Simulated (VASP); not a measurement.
Here is a VASP 6.6.1 calculation.

File INCAR:

```
SYSTEM = Ga2Te2Pd
PREC = Accurate ; ENCUT = 520
EDIFF = 1E-6 ; ISMEAR = 0
SIGMA = 0.1 ; LREAL = .FALSE.
LASPH = .TRUE. ; NELM = 80
ALGO = Fast ; ISIF = 2
LWAVE = .FALSE. ; LCHARG = .TRUE.
GGA = PE ; LELF = .TRUE.
LVHAR = .TRUE. ; NBANDS = 59
```

Contents of KPOINTS:

```
regular mesh
0
G
  12 12 2
  0 0 0
```

Contents of POSCAR:

```
Ga2Te2Pd
1.0
    4.4242702931      0.0000000000      0.0000000000
   -2.2121351466      3.8315304671      0.0000000000
    0.0000000000      0.0000000000     15.7301534800
Ga Te Pd
4 4 2
Direct
    0.0000000000      0.0000000000      0.3299744836
    0.0000000000      0.0000000000      0.1700255164
    0.0000000000      0.0000000000      0.8299744836
    0.0000000000      0.0000000000      0.6700255164
    0.3333333333      0.6666666667      0.0955264163
    0.3333333333      0.6666666667      0.4044735837
    0.6666666667      0.3333333333      0.5955264163
    0.6666666667      0.3333333333      0.9044735837
    0.0000000000      0.0000000000      0.5000000000
    0.0000000000      0.0000000000      0.0000000000
```

Potentials or basis: VASP PAW PBE potentials, release 64 (Ga_d, Te, Pd).

Run with:

```console
$ cat potpaw_PBE.64/Ga_d/POTCAR potpaw_PBE.64/Te/POTCAR potpaw_PBE.64/Pd/POTCAR > POTCAR
$ mpirun -np 1 vasp_std > vasp.out
```

Q: Predict the pressure.

A: 0.0 GPa.

Q: Predict the band gap on the k mesh.

A: Zero (band 48 reaches 5.55 eV, above the bottom of band 49 at 5.31 eV).

Forces in eV/Å, atoms in the order of the input:
```
Ga   0.000  0.000 -0.005
Ga   0.000  0.000  0.005
Ga   0.000  0.000 -0.005
Ga   0.000  0.000  0.005
Te   0.000  0.000 -0.017
Te   0.000  0.000  0.017
Te   0.000  0.000 -0.017
Te   0.000  0.000  0.017
Pd   0.000  0.000  0.000
Pd   0.000  0.000  0.000
```

Caveat: spin-orbit coupling is left out, which moves the levels of the heavy elements.
